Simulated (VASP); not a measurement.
# Sr2VWO6 (Fm-3m) in VASP: single point with PBEsol

Aim: the single point of Sr2VWO6 with PBEsol.

All numbers are computed with VASP 6.6.1; they aren't measurements. Logs are shortened: lines on timing, memory, paths and dates and some standing lists are left out, and cuts for length are marked.

## (1) The cell of the first run

It takes space group Fm-3m (No. 225, cubic). The conventional cell has a = 7.868 Å, b = 7.868 Å, c = 7.868 Å, α = 90.00°, β = 90.00°, γ = 90.00°. V (site symmetry m-3m) has 6 O at 1.77 Å within 2.4 Å. W (site symmetry m-3m) has 6 O at 2.16 Å within 2.9 Å. Within 2.4 Å of O (site symmetry 4mm) lie 1 V at 1.77 Å and 1 W at 2.16 Å. Within 3.7 Å of Sr (site symmetry -43m) lie 12 O at 2.79 Å and 4 V at 3.41 Å and 4 W at 3.41 Å.

## (2) Single point, PBEsol

The input, INCAR:

```
SYSTEM = Sr2VWO6
  PREC = Accurate
  ENCUT = 520
  EDIFF = 1E-7
  ISMEAR = -1
  SIGMA = 0.1
  LREAL = .False.
  LASPH = .True.
  NELM = 100
  ALGO = Fast
  ISIF = 2
  LWAVE = .False.
  LCHARG = .False.
  GGA = PS
  NBANDS = 52
```

The input, KPOINTS:

```
regular mesh
0
Gamma
  8 8 8
  0 0 0
```

The input, POSCAR:

```
Sr2VWO6
1.0
    0.0000000000      3.9341917700      3.9341917700
    3.9341917700      0.0000000000      3.9341917700
    3.9341917700      3.9341917700      0.0000000000
V W O Sr
1 1 6 2
Direct
    0.5000000000      0.5000000000      0.5000000000
    0.0000000000      0.0000000000      0.0000000000
    0.7250000000      0.2750000000      0.2750000000
    0.2750000000      0.7250000000      0.2750000000
    0.2750000000      0.7250000000      0.7250000000
    0.7250000000      0.2750000000      0.7250000000
    0.2750000000      0.2750000000      0.7250000000
    0.7250000000      0.7250000000      0.2750000000
    0.2500000000      0.2500000000      0.2500000000
    0.7500000000      0.7500000000      0.7500000000
```

Potentials or basis: VASP PAW PBE potentials, release 64 (V_sv, W_sv, O, Sr_sv).

Run with:

```console
$ cat potpaw_PBE.64/V_sv/POTCAR potpaw_PBE.64/W_sv/POTCAR potpaw_PBE.64/O/POTCAR potpaw_PBE.64/Sr_sv/POTCAR > POTCAR
$ mpirun -np 1 vasp_std > vasp.out
```

OUTCAR:

```text
SYSTEM = Sr2VWO6
   PREC = Accurate
   ENCUT = 520
   EDIFF = 1E-7
   ISMEAR = -1
   LREAL = .False.
   LASPH = .True.
   NELM = 100
   ISIF = 2
   GGA = PS

 ion  position               nearest neighbor table
   1  0.500  0.500  0.500-   3 1.77   4 1.77   5 1.77   6 1.77   7 1.77   8 1.77   9 3.41   9 3.41
                             9 3.41   9 3.41  10 3.41  10 3.41  10 3.41  10 3.41
   2  0.000  0.000  0.000-   3 2.16   4 2.16   5 2.16   6 2.16   7 2.16   8 2.16  10 3.41  10 3.41
                            10 3.41   9 3.41  10 3.41   9 3.41   9 3.41   9 3.41
   3  0.725  0.275  0.275-   1 1.77   2 2.16   9 2.79  10 2.79  10 2.79   9 2.79
   4  0.275  0.725  0.275-   1 1.77   2 2.16   9 2.79  10 2.79  10 2.79   9 2.79
   5  0.275  0.725  0.725-   1 1.77   2 2.16   9 2.79   9 2.79  10 2.79  10 2.79
   6  0.725  0.275  0.725-   1 1.77   2 2.16   9 2.79   9 2.79  10 2.79  10 2.79
   7  0.275  0.275  0.725-   1 1.77   2 2.16   9 2.79  10 2.79  10 2.79   9 2.79
   8  0.725  0.725  0.275-   1 1.77   2 2.16   9 2.79   9 2.79  10 2.79  10 2.79
   9  0.250  0.250  0.250-   5 2.79   6 2.79   7 2.79   4 2.79   5 2.79   8 2.79   3 2.79   6 2.79
                             8 2.79   3 2.79   4 2.79   7 2.79   1 3.41   2 3.41   2 3.41   1 3.41
  10  0.750  0.750  0.750-   4 2.79   5 2.79   7 2.79   3 2.79   6 2.79   7 2.79   3 2.79   4 2.79
                             8 2.79   5 2.79   6 2.79   8 2.79   1 3.41   2 3.41   1 3.41   1 3.41

  LATTYP: Found a face centered cubic cell.
 ALAT       =     7.8683835400

  Lattice vectors:

 A1 = (   0.0000000000,   3.9341917700,   3.9341917700)
 A2 = (   3.9341917700,   0.0000000000,   3.9341917700)
 A3 = (   3.9341917700,   3.9341917700,   0.0000000000)

Analysis of symmetry for initial positions (statically):
=====================================================================
 Subroutine PRICEL returns:
 Original cell was already a primitive cell.

 Routine SETGRP: Setting up the symmetry group for a
 face centered cubic supercell.

 Subroutine GETGRP returns: Found 48 space group operations
 (whereof 48 operations were pure point group operations)
 out of a pool of 48 trial point group operations.

The static configuration has the point symmetry O_h .

Analysis of symmetry for dynamics (positions and initial velocities):
=====================================================================
 Subroutine PRICEL returns:
 Original cell was already a primitive cell.

 Routine SETGRP: Setting up the symmetry group for a
 face centered cubic supercell.

 Subroutine GETGRP returns: Found 48 space group operations
 (whereof 48 operations were pure point group operations)
 out of a pool of 48 trial point group operations.

The dynamic configuration has the point symmetry O_h .

 Subroutine INISYM returns: Found 48 space group operations
 (whereof 48 operations are pure point group operations),
 and found     1 'primitive' translations

----------------------------------------------------------------------------------------

                                     Primitive cell

  volume of cell :     121.7858

  direct lattice vectors                    reciprocal lattice vectors
     0.000000000  3.934191770  3.934191770    -0.127090907  0.127090907  0.127090907
     3.934191770  0.000000000  3.934191770     0.127090907 -0.127090907  0.127090907
     3.934191770  3.934191770  0.000000000     0.127090907  0.127090907 -0.127090907

  length of vectors
     5.563787358  5.563787358  5.563787358     0.220127908  0.220127908  0.220127908

  position of ions in fractional coordinates (direct lattice)
     0.500000000  0.500000000  0.500000000
     0.000000000  0.000000000  0.000000000
     0.725000000  0.275000000  0.275000000
     0.275000000  0.725000000  0.275000000
     0.275000000  0.725000000  0.725000000
     0.725000000  0.275000000  0.725000000
     0.275000000  0.275000000  0.725000000
     0.725000000  0.725000000  0.275000000
     0.250000000  0.250000000  0.250000000
     0.750000000  0.750000000  0.750000000

  ion indices of the primitive-cell ions
   primitive index   ion index
                 1           1
                 2           2
                 3           3
                 4           4
                 5           5
                 6           6
                 7           7
                 8           8
                 9           9
                10          10

----------------------------------------------------------------------------------------

 KPOINTS: regular mesh

Automatic generation of k-mesh.
 Grid dimensions read from file:
 generate k-points for:    8    8    8

 Generating k-lattice:

  Cartesian coordinates                     Fractional coordinates (reciprocal lattice)
    -0.015886363  0.015886363  0.015886363     0.125000000  0.000000000  0.000000000
     0.015886363 -0.015886363  0.015886363     0.000000000  0.125000000  0.000000000
     0.015886363  0.015886363 -0.015886363     0.000000000  0.000000000  0.125000000

  Length of vectors
     0.027515988  0.027515988  0.027515988

  Shift w.r.t. Gamma in fractional coordinates (k-lattice)
     0.000000000  0.000000000  0.000000000

 Subroutine IBZKPT returns following result:
 ===========================================

 Found     29 irreducible k-points:

 Following reciprocal coordinates:
            Coordinates               Weight
  0.000000  0.000000  0.000000      1.000000
  0.125000  0.000000  0.000000      8.000000
  0.250000  0.000000  0.000000      8.000000
  0.375000  0.000000  0.000000      8.000000
  0.500000  0.000000  0.000000      4.000000
  0.125000  0.125000  0.000000      6.000000
[... 16 lines left out ...]
  0.500000  0.250000  0.125000     48.000000
 -0.375000  0.250000  0.125000     24.000000
 [... further k-points ...]
   k-points           NKPTS =     29   k-points in BZ     NKDIM =     29   number of bands    NBANDS=     52
   number of dos      NEDOS =    301   number of ions     NIONS =     10
   total plane-waves  NPLWV =  74088
   dimension x,y,z NGX =    42 NGY =   42 NGZ =   42
   dimension x,y,z NGXF=    84 NGYF=   84 NGZF=   84
   ions per type =               1   1   6   2
   NGX,Y,Z   is equivalent  to a cutoff of  12.55, 12.55, 12.55 a.u.
   NGXF,Y,Z  is equivalent  to a cutoff of  25.10, 25.10, 25.10 a.u.
 SYSTEM =  Sr2VWO6
   PREC   = accura    normal or accurate (medium, high low for compatibility)
   ISTART =      0    job   : 0-new  1-cont  2-samecut
   ICHARG =      2    charge: 1-file 2-atom 10-const
   ISPIN  =      1    spin polarized calculation?
   LNONCOLLINEAR =      F non collinear calculations
   LSORBIT =      F    spin-orbit coupling
   LASPH  =      T    aspherical Exc in radial PAW
   ENCUT  =  520.0 eV  38.22 Ry    6.18 a.u.  10.34 10.34 10.34*2*pi/ulx,y,z
   NELM   =    100;   NELMIN=  2; NELMDL= -5     # of ELM steps
   EDIFF  = 0.1E-06   stopping-criterion for ELM
   LREAL  =      F    real-space projection
   EDIFFG = 0.1E-05   stopping-criterion for IOM
   NSW    =      0    number of steps for IOM
   IBRION =     -1    ionic relax: 0-MD 1-quasi-New 2-CG
   NFREE  =      0    steps in history (QN), initial steepest desc. (CG)
   ISIF   =      2    stress and relaxation
   ISYM   =      2    0-nonsym 1-usesym 2-fastsym
   POTIM  = 0.5000    time-step for ionic-motion
   TEBEG  =    0.0;   TEEND  =   0.0 temperature during run
   PSTRESS=    0.0 pullay stress
   NELECT =      83.0000    total number of electrons
   NUPDOWN=      -1.0000    fix difference up-down
   EMIN   =  10.00;   EMAX   =-10.00  energy-range for DOS
   EFERMI =   0.00;   METHOD = LEGACY
   ISMEAR =    -1;   SIGMA  =   0.10  broadening in eV -4-tet -1-fermi 0-gaus
   EFERMI_NEDOS =   21; number of points for ismear=-14 and -15
   IALGO  =     68    algorithm
   IMIX   =      4    mixing-type and parameters
     AMIX     =   0.40;   BMIX     =  1.00
     AMIX_MAG =   1.60;   BMIX_MAG =  1.00
  volume/ion in A,a.u.               =      12.18        82.19
  Fermi-wavevector in a.u.,A,eV,Ry     =   1.440684  2.722498 28.239841  2.075570
  Thomas-Fermi vector in A             =   2.559400
   LORBIT       =      0    0 simple, 1 ext, 2 COOP (PROOUT), +10 PAW based schemes
   GGA     = PS    functional components
   LHFCALC =     F    Hartree Fock is set to
   AEXX    =    0.0000 exact exchange contribution
   IVDW    =     0    specifies the selected vdW correction
   LEPSILON=     F    determine dielectric tensor
   LRPA    =     F    only Hartree local field effects (RPA)
 non-spin polarized calculation
 RMM-DIIS sequential band-by-band and
  energy-cutoff  :      520.00
  volume of cell :      121.79
 maximum number of plane-waves:      3306
 NGX is ok and might be reduce to    42
   NGX = 21   NGY = 21   NGZ = 21

 number of electron      83.0000027 magnetization

 Free energy of the ion-electron system (eV)
  ---------------------------------------------------
  ext. energy  EPLUGINS =         0.00000000
  ---------------------------------------------------
  free energy    TOTEN  =       -82.02308850 eV

  energy without entropy =      -81.89593168  energy(sigma->0) =      -81.95951009

 E-fermi :   6.6028     XC(G=0): -11.6508

 val. band max:        6.6016765295   @ k =  -0.2500   0.2500   0.0000
 cond. band min:       6.6389402380   @ k =  -0.3750   0.2500   0.1250
 fundamental gap:      0.0372637084
 Fermi energy:         6.6027937033

 k-point     1 :       0.0000    0.0000    0.0000
  band No.  band energies     occupation
      1     -69.0979      2.00000
      2     -59.0135      2.00000
      3     -33.2487      2.00000
      4     -33.2487      2.00000
      5     -33.2487      2.00000
      6     -33.1560      2.00000
[... 44 lines left out ...]
     51      10.5890      0.00000
     52      10.5928      0.00000

 k-point     2 :       0.1250    0.0000    0.0000
  band No.  band energies     occupation
      1     -69.0979      2.00000
      2     -59.0135      2.00000
      3     -33.2483      2.00000
      4     -33.2482      2.00000
      5     -33.2482      2.00000
      6     -33.1567      2.00000
[... 44 lines left out ...]
     51      10.7479      0.00000
     52      10.7567      0.00000

 k-point     3 :       0.2500    0.0000    0.0000
  band No.  band energies     occupation
      1     -69.0979      2.00000
      2     -59.0135      2.00000
      3     -33.2472      2.00000
      4     -33.2468      2.00000
      5     -33.2468      2.00000
      6     -33.1584      2.00000
[... 44 lines left out ...]
     51      10.1946      0.00000
     52      11.0884      0.00000
[... 1046 lines left out ...]
 k-point    23 :       0.5000    0.2500    0.1250
  band No.  band energies     occupation
      1     -69.0979      2.00000
      2     -59.0135      2.00000
      3     -33.2493      2.00000
      4     -33.2465      2.00000
      5     -33.2456      2.00000
      6     -33.1597      2.00000
[... 44 lines left out ...]
     51      11.5926      0.00000
     52      11.8946      0.00000

 k-point    24 :      -0.3750    0.2500    0.1250
  band No.  band energies     occupation
      1     -69.0979      2.00000
      2     -59.0135      2.00000
      3     -33.2482      2.00000
      4     -33.2479      2.00000
      5     -33.2450      2.00000
      6     -33.1603      2.00000
[... 44 lines left out ...]
     51      11.5322      0.00000
     52      11.5925      0.00000

 [... further k-points ...]

------------------------ aborting loop because EDIFF is reached ----------------------------------------

  FORCE on cell =-STRESS in cart. coord.  units (eV):
  Direction    XX          YY          ZZ          XY          YZ          ZX
  --------------------------------------------------------------------------------------
  -------------------------------------------------------------------------------------
  Total        0.6062320      0.6062320      0.6062320     -0.0000000     -0.0000000     -0.0000000
  in kB        7.9754068      7.9754068      7.9754068     -0.0000000     -0.0000000     -0.0000000
  external PRESSURE =       7.9754068 kB  Pullay stress =       0.0000000 kB

 VOLUME and BASIS-vectors are now :
 -----------------------------------------------------------------------------
  energy-cutoff  :      520.00
  volume of cell :      121.79
      direct lattice vectors                 reciprocal lattice vectors
     0.000000000  3.934191770  3.934191770    -0.127090907  0.127090907  0.127090907
     3.934191770  0.000000000  3.934191770     0.127090907 -0.127090907  0.127090907
     3.934191770  3.934191770  0.000000000     0.127090907  0.127090907 -0.127090907

 POSITION                                       TOTAL-FORCE (eV/Angst)
 -----------------------------------------------------------------------------------
      3.93419      3.93419      3.93419         0.000000      0.000000      0.000000
      0.00000      0.00000      0.00000         0.000000      0.000000      0.000000
      2.16381      3.93419      3.93419        -6.099755      0.000000      0.000000
      3.93419      2.16381      3.93419         0.000000     -6.099755      0.000000
      5.70458      3.93419      3.93419         6.099755      0.000000      0.000000
      3.93419      5.70458      3.93419         0.000000      6.099755      0.000000
      3.93419      3.93419      2.16381         0.000000      0.000000     -6.099755
      3.93419      3.93419      5.70458         0.000000      0.000000      6.099755
      1.96710      1.96710      1.96710        -0.000000     -0.000000     -0.000000
      5.90129      5.90129      5.90129         0.000000      0.000000     -0.000000
 -----------------------------------------------------------------------------------
    total drift:                               -0.000000      0.000000      0.000000

  FREE ENERGIE OF THE ION-ELECTRON SYSTEM (eV)
  ---------------------------------------------------
  free  energy   TOTEN  =       -82.0230884956 eV

  energy  without entropy=      -81.8959316759  energy(sigma->0) =      -81.95951009
```

It took 31 min on 1 thread of AMD EPYC 7R43 (Zen 3), shared host; peak memory 0.35 GiB.

What came out:

| Quantity | Value |
| --- | --- |
| Free energy | -82.0231 eV |
| Pressure | 0.8 GPa |
| Largest force | 6.100 eV/Å |
| Band gap on the k mesh | zero (an odd number of electrons rules out a gap without spin polarisation) |

Forces on the atoms (eV/Å):
```
V    0.000  0.000  0.000
W    0.000  0.000  0.000
O   -6.100  0.000  0.000
O    0.000 -6.100  0.000
O    6.100  0.000  0.000
O    0.000  6.100  0.000
O    0.000  0.000 -6.100
O    0.000  0.000  6.100
Sr   0.000  0.000  0.000
Sr   0.000  0.000  0.000
```

Levels at points of the mesh, in eV from the Fermi level:
```
           k point  band 37  band 38  band 39  band 40  band 41  band 42  band 43  band 44  band 45  band 46
(0.00, 0.00, 0.00)    -3.17    -2.60    -2.60    -2.60    -1.42    -1.42    -1.42     1.76     1.77     1.96
(0.50, 0.00, 0.00)    -3.56    -3.32    -3.32    -3.00     0.14     0.19     0.19     0.74     0.90     0.90
(0.50, 0.50, 0.00)    -4.27    -3.50    -3.50    -2.68    -1.31     0.77     0.77     1.33     1.33     1.72
```

Caveat: the PAW data sets were made with another functional, which shifts forces and pressure a little; spin-orbit coupling is left out, which moves the levels of the heavy elements; an odd number of electrons without spin polarisation forces a metal; a magnetic or distorted state may lie lower; the run has no spin polarisation, though such a crystal can be magnetic; semilocal functionals often make such compounds metallic where correlation or magnetic order opens a gap, which also shifts bond lengths.
